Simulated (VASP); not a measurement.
Input of a VASP 6.6.1 run:

INCAR

```
  PREC = Accurate
  ENCUT = 500
  EDIFF = 1E-6
  ISMEAR = 0
  SIGMA = 0.05
  LREAL = False
  LASPH = True
  NELM = 200
  ALGO = Normal
  ISIF = 2
  LWAVE = False
  LCHARG = False
  LNONCOLLINEAR = True
  MAGMOM = 0 0 1.2 0 0 -0.13 0 0 -0.13
  LORBIT = 11
  I_CONSTRAINED_M = 2
  LAMBDA = 10
  M_CONSTR = 0.354 0.354 0 0 0 0 0 0 0
  RWIGS = 1.36 1.05
  ISYM = -1
  AMIX = 0.2
  BMIX = 1E-4
  AMIX_MAG = 0.8
  BMIX_MAG = 1E-4
  LMAXMIX = 4
  LDAU = True
  LDAUTYPE = 2
  LDAUL = 2 -1
  LDAUU = 1 0
  LDAUJ = 0 0
  LDAUPRINT = 1
  GGA = PS
  NBANDS = 35
  GGA_COMPAT = False
```

KPOINTS

```
regular mesh
0
Gamma
  6 6 4
```

The input POSCAR:

```
PtS2
1.0
    3.1165126000     -1.9104842100      0.0000000000
    3.1165126000      1.9104842100      0.0000000000
   -0.0030682400      0.0000000000      4.3949362900
Pt S
1 2
Direct
    0.0000000000      0.0000000000      0.0000000000
    0.6879000000      0.6879000000      0.2889000000
    0.3121000000      0.3121000000      0.7111000000
```

Potentials or basis: VASP PAW PBE potentials, release 64 (Pt, S).

Launch:

```console
$ cat potpaw_PBE.64/Pt/POTCAR potpaw_PBE.64/S/POTCAR > POTCAR
$ mpirun -np 1 vasp_ncl > vasp.out
```

(1) Estimate the band gap on the k mesh.

(2) Predict the largest force.

Results:

(1) zero (bands 22 and 23 overlap by 1.10 eV).

(2) 1.271 eV/Å.

Caveat: moments held by a penalty; a moment this small can come from the mesh or the smearing; the PAW data sets were made with another functional, which shifts forces and pressure a little; spin-orbit coupling is left out, which moves the levels of the heavy elements.
